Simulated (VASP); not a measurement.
Set up this calculation in VASP 6.6.1, as the native input.

```yaml
Task: single point
Functional: PBE
Potentials_or_basis: VASP PAW PBE potentials, release 64 (Na_pv, Ta_pv, O)
Cutoff: 520 eV
k_mesh: 6 × 6 × 4
Occupations: gaussian, width 0.1 eV
Spin: no spin polarisation
Dipole_correction: no
Further_INCAR_settings: ALGO = Normal; EDIFF = 1e-06; NBANDS = 23
```

The structure of NaTaO2 lies in POSCAR:

```
NaTaO2
1.0
    3.7821307500      0.0000000000      0.0000000000
   -1.8910653800      3.2754213100      0.0000000000
    0.0000000000      0.0000000000      5.3647445100
Na Ta O
1 1 2
Direct
    0.0000000000      0.0000000000      0.0000000000
    0.0000000000      0.0000000000      0.5000000000
    0.3333333300      0.6666666700      0.5000000000
    0.6666666700      0.3333333300      0.5000000000
```

The input as run:

INCAR

```
SYSTEM = NaTaO2
ALGO = Normal
EDIFF = 1E-6
ENCUT = 520
GGA = PE
ISIF = 2
ISMEAR = 0
LASPH = .True.
LCHARG = .True.
LELF = .True.
LREAL = .False.
LVHAR = .True.
LWAVE = .False.
NBANDS = 23
NELM = 80
PREC = Accurate
SIGMA = 0.1
```

KPOINTS

```
k-points
0
Gamma
  6 6 4
  0 0 0
```

Potentials or basis: VASP PAW PBE potentials, release 64 (Na_pv, Ta_pv, O).

Launch:

```console
$ cat potpaw_PBE.64/Na_pv/POTCAR potpaw_PBE.64/Ta_pv/POTCAR potpaw_PBE.64/O/POTCAR > POTCAR
$ mpirun -np 1 vasp_std > vasp.out
```

It gave:

The pressure is 0.7 GPa and the band gap on the k mesh is 0.49 eV, indirect (least direct gap 0.81 eV).

Caveat: spin-orbit coupling is left out, which moves the levels of the heavy elements.

It took 20 s on 1 thread of AMD EPYC 9R14 (Zen 4), with other jobs on the host, peak memory 0.16 GiB.
